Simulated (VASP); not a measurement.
Here is a VASP 6.6.1 calculation.

File INCAR:

```
SYSTEM = Au
ALGO = Fast ; EDIFF = 1E-6
ENCUT = 520 ; GGA = PS
ISIF = 2 ; ISMEAR = 0
LASPH = .TRUE. ; LCHARG = .FALSE.
LREAL = .FALSE. ; LWAVE = .FALSE.
NBANDS = 18 ; NELM = 100
PREC = Accurate ; SIGMA = 0.1
```

The input KPOINTS:

```
k-points
0
G
  16 16 16
  0 0 0
```

File POSCAR:

```
Au
1.0
    3.1773038521      0.0000000000      0.0000000000
    0.0000000000      3.2787529332      0.0000000000
    0.0000000000      0.0000000000      3.2787529332
Au
2
Direct
    0.0000000000      0.0000000000      0.0000000000
    0.5000000000      0.5000000000      0.5000000000
```

Potentials or basis: VASP PAW PBE potentials, release 64 (Au).

Command:

```bash
$ cat potpaw_PBE.64/Au/POTCAR > POTCAR
$ mpirun -np 1 vasp_std > vasp.out
```

**Question.** Estimate the pressure.

**Answer.** -0.4 GPa.

**Question.** Predict the band gap on the k mesh.

**Answer.** Zero (band 11 reaches 12.35 eV, above the bottom of band 12 at 7.18 eV).

Stress tensor (GPa, compression positive):
```
-0.69  0.00  0.00
 0.00 -0.22  0.00
 0.00  0.00 -0.22
```

Caveat: the cell differs from its parent crystal (uniaxial strain along a: -2.0 %, then relaxed in part); the PAW data sets were made with another functional, which shifts forces and pressure a little; spin-orbit coupling is left out, which moves the levels of the heavy elements.
